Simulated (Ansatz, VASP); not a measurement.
**Al2O3: VASP beside Ansatz**

```
Al O
1.0
     2.46446    1.42286    4.48384
    -2.46446    1.42286    4.48384
     0.00000   -2.84572    4.48384
Al O
4 6
Cartesian
  0.0000 0.0000 11.4627
  0.0000 0.0000 8.7146
  0.0000 0.0000 1.9888
  0.0000 0.0000 4.7369
  -0.9553 -1.4229 5.6048
  1.7099 -0.1159 5.6048
  -0.7546 1.5388 5.6048
  0.9553 1.4229 7.8467
  -1.7099 0.1159 7.8467
  0.7546 -1.5388 7.8467
```

Change from the starting cell: strain +0.025 along x and y, +0.025 along z, atoms carried along.

Alike in both runs: task single point; functional PBE; k mesh 6 × 6 × 6; occupations gaussian, width 0.05 eV; no spin polarisation.

|  | VASP | Ansatz |
| --- | --- | --- |
| version | VASP 6.6.1 | Ansatz 0.2.0 |
| potentials or method | VASP PAW PBE potentials, release 64 (Al, O), cutoff 520 eV | scalar-relativistic, plane waves, PAW |
| valence electrons in the cell | 48 | 48 |

|  | VASP | Ansatz | Ansatz less VASP |
| --- | --- | --- | --- |
| gap on the k mesh at the Fermi level (eV) | 4.96 | 4.96 | +0.007 |
| least direct gap on the mesh (eV) | 4.96 | 4.96 | +0.007 |
| pressure (GPa) | -14.9 | -14.7 | +0.16 |
| traceless stress, the component that is largest in VASP (GPa) | 0.71 | 0.71 | +0.007 |
| rms of the force components (eV/Å) | 0.033 | 0.032 | -0.0012 |

Atom by atom the forces differ by 0.002 eV/Å (rms over components).
